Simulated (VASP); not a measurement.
Wanted: the native input for a VASP 6.6.1 run.

```yaml
Task: single point
Functional: PBE
Potentials_or_basis: VASP PAW PBE potentials, release 64 (Nb_sv, Ag)
Cutoff: 520 eV
k_mesh: 12 × 12 × 12
Occupations: gaussian, width 0.1 eV
Spin: no spin polarisation
Dipole_correction: no
Further_INCAR_settings: ALGO = Fast; EDIFF = 1e-06; NBANDS = 33
```

The structure of Nb3Ag lies in POSCAR:

```
Nb3Ag
1.0
    0.0000000000      3.3058730569      3.3058730569
    3.3058730569      0.0000000000      3.3058730569
    3.3058730569      3.3058730569      0.0000000000
Nb Ag
3 1
Direct
    0.7500000000      0.7500000000      0.7500000000
    0.5000000000      0.5000000000      0.5000000000
    0.2500000000      0.2500000000      0.2500000000
    0.0000000000      0.0000000000      0.0000000000
```

The input as run:

INCAR

```
  ALGO = Fast
  EDIFF = 1E-6
  ENCUT = 520
  GGA = PE
  ISIF = 2
  ISMEAR = 0
  LASPH = True
  LCHARG = True
  LELF = True
  LREAL = False
  LVHAR = True
  LWAVE = False
  NBANDS = 33
  NELM = 60
  PREC = Accurate
  SIGMA = 0.1
```

KPOINTS

```
k-points
0
Gamma
  12 12 12
```

Potentials or basis: VASP PAW PBE potentials, release 64 (Nb_sv, Ag).

Run with:

```console
$ cat potpaw_PBE.64/Nb_sv/POTCAR potpaw_PBE.64/Ag/POTCAR > POTCAR
$ mpirun -np 1 vasp_std > vasp.out
```

It gave:

```json
{"Pressure": "-0.4 GPa", "Band gap on the k mesh": "zero (band 25 reaches 11.17 eV, above the bottom of band 26 at 10.15 eV)"}
```

Run time: 6.8 min on 1 thread of Intel(R) Xeon(R) 6975P-C (Granite Rapids) (shared host), peak memory 0.3 GiB.
